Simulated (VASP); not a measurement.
**Ba: single point with PBEsol**

Ba:

```
Ba
1.0
     3.99965    0.00000    0.00000
     0.00000    3.99965    0.00000
     0.00000    0.00000    3.60554
Ba
1
Direct
  0.50000 0.50000 0.50000
```

```json
{"Program": "VASP 6.6.1", "Task": "single point", "Functional": "PBEsol", "Potentials or basis": "VASP PAW PBE potentials, release 64 (Ba_sv)", "Cutoff": "520 eV", "k mesh": "7 × 7 × 8", "Occupations": "fermi-dirac, width 0.25 eV", "Spin": "no spin polarisation", "Dipole correction": "no", "Further INCAR settings": "ALGO = Normal; EDIFF = 1e-07; NBANDS = 11"}
```

| Quantity | Value |
| --- | --- |
| Pressure | 0.3 GPa |
| Band gap on the k mesh | zero (bands 5 and 6 overlap by 0.51 eV) |

Stress tensor (GPa, compression positive):
```
-0.82  0.00  0.00
 0.00 -0.82  0.00
 0.00  0.00  2.45
```

Levels at points of the mesh, in eV from the Fermi level:
```tsv
k point	band 3	band 4	band 5	band 6	band 7	band 8
(0.00, 0.00, 0.00)	-13.81	-13.44	-2.58	-0.04	-0.01	4.79
(0.00, 0.00, 0.50)	-13.65	-13.65	-0.28	0.97	1.31	2.17
```

It took 37 s on 1 thread of Intel Xeon 8259CL (shared host), peak memory 0.18 GiB.

Caveat: the PAW data sets were made with another functional, which shifts forces and pressure a little; spin-orbit coupling is left out, which moves the levels of the heavy elements.
